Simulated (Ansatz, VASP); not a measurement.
Two plane-wave programs on SnO

INCAR

```
PREC = Accurate ; ENCUT = 600
EDIFF = 1E-6 ; ISMEAR = 0
SIGMA = 0.15 ; LREAL = False
LASPH = True ; NELM = 120
ALGO = Normal ; ISIF = 2
LWAVE = False ; LCHARG = False
GGA = PS ; IVDW = 12
NBANDS = 28 ; GGA_COMPAT = False
```

Contents of KPOINTS:

```
Automatic mesh
0
Gamma
  12 12 10
```

POSCAR

```
SnO
1.0
    3.7703910616      0.0282779330      0.0000000000
    0.0282779330      3.7703910616      0.0000000000
    0.0000000000      0.0000000000      4.5633702865
Sn O
2 2
Direct
    0.0000000000      0.5000000000      0.2532585894
    0.5000000000      0.0000000000      0.7467414106
    0.0000000000      0.0000000000      0.0000000000
    0.5000000000      0.5000000000      0.0000000000
```

Input for Ansatz:

```yaml
crystal:
  lattice:
    - [3.7703910616, 0.028277933, 0.0]
    - [0.028277933, 3.7703910616, 0.0]
    - [0.0, 0.0, 4.5633702865]
  atoms:
    - { symbol: Sn, position: [0.0, 0.5, 0.2532585894] }
    - { symbol: Sn, position: [0.5, 0.0, 0.7467414106] }
    - { symbol: O, position: [0.0, 0.0, 0.0] }
    - { symbol: O, position: [0.5, 0.5, 0.0] }
basis:
  ecutwfc: 420
kpoints:
  mp_grid: { grid: [12, 12, 10] }
hamiltonian:
  xc: pbesol
  dispersion: d3bj
scf:
  occupations: { method: gaussian, width: 0.15 }
output:
  forces: true
  stress: true
  eigenvalues: true
```

Change from the starting cell: strain +0.0150 x Voigt [0, 0, 0, 0, 0, 1], atoms carried along.

Alike in both runs: task single point; functional PBEsol; dispersion D3(BJ); k mesh 12 × 12 × 10; occupations gaussian, width 0.15 eV; no spin polarisation.

|  | VASP | Ansatz |
| --- | --- | --- |
| version | VASP 6.6.1 | Ansatz 0.2.0 |
| potentials or method | VASP PAW PBE potentials, release 64 (Sn_d, O), cutoff 600 eV | scalar-relativistic, plane waves, PAW |
| valence electrons in the cell | 40 | 40 |

VASP gave:

* gap on the k mesh at the Fermi level (eV): none
* pressure (GPa): 0.2
* traceless stress, the component that is largest in VASP (GPa): -1.39
* rms of the force components (eV/Å): 0.037

Task: What did Ansatz give for the same quantities?

Result: gap on the k mesh at the Fermi level (eV): none; pressure (GPa): 0.0; traceless stress, the component that is largest in VASP (GPa): -1.40; rms of the force components (eV/Å): 0.003.

VASP's potentials were made for PBE, not for PBEsol. Atom by atom the forces differ by 0.034 eV/Å (rms over components). A gap of «none» marks a metal or a gap that the smearing closes.
